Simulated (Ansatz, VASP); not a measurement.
# Ge: VASP beside Ansatz

Contents of INCAR:

```
PREC     = Accurate       # precision mode
ENCUT    = 520            # plane-wave cutoff, eV
EDIFF    = 1E-6           # SCF threshold, eV
ISMEAR   = -1             # smearing method
SIGMA    = 0.1            # smearing width, eV
LREAL    = False          # projectors in reciprocal space
LASPH    = True           # aspherical terms in the spheres
NELM     = 100            # most SCF steps
ALGO     = Normal         # electronic algorithm
ISIF     = 2              # what is computed and relaxed
LWAVE    = False          # write WAVECAR
LCHARG   = False          # write CHGCAR
GGA      = PS             # functional
NBANDS   = 13             # bands
```

Contents of KPOINTS:

```
Automatic mesh
0
Gamma
  15 15 15
```

File POSCAR:

```
Ge
1.0
    2.1160103661      0.0000000000      0.0000000000
    0.0000000000      2.1160103661      0.0000000000
    0.0000000000      0.0000000000      2.1160103661
Ge
1
Direct
    0.0000000000      0.0000000000      0.0000000000
```

Input for Ansatz:

```yaml
crystal:
  lattice:
    - [2.1160103661, 0.0, 0.0]
    - [0.0, 2.1160103661, 0.0]
    - [0.0, 0.0, 2.1160103661]
  atoms:
    - { symbol: Ge, position: [0.0, 0.0, 0.0] }
kpoints:
  mp_grid: { grid: [15, 15, 15] }
scf:
  occupations: { method: fermi_dirac, width: 0.1 }
hamiltonian:
  xc: pbesol
  pseudopotentials: { kind: paw }
output:
  forces: true
  stress: true
  eigenvalues: true
  populations: true
```

Change from the starting cell: volume scaled by 0.5, PAW files.

Alike in both runs: task single point; functional PBEsol; k mesh 15 × 15 × 15; occupations fermi-dirac, width 0.1 eV; no spin polarisation.

|  | VASP | Ansatz |
| --- | --- | --- |
| version | VASP 6.6.1 | Ansatz 0.2.0 |
| potentials or method | VASP PAW PBE potentials, release 64 (Ge_d) | PAW with Ansatz's default frozen-core files, scalar-relativistic |
| plane-wave cutoff (eV) | 520 | 420 |
| valence electrons in the cell | 14 | 14 |

```csv
,VASP,Ansatz,Ansatz less VASP
pressure (GPa),266.7,265.1,-1.54
```

VASP's potentials were made for PBE, not for PBEsol. Both programs put the cell under a high pressure, so it lies far from rest at this level.

Noted on VASP's run: the cell as given lies far from equilibrium.
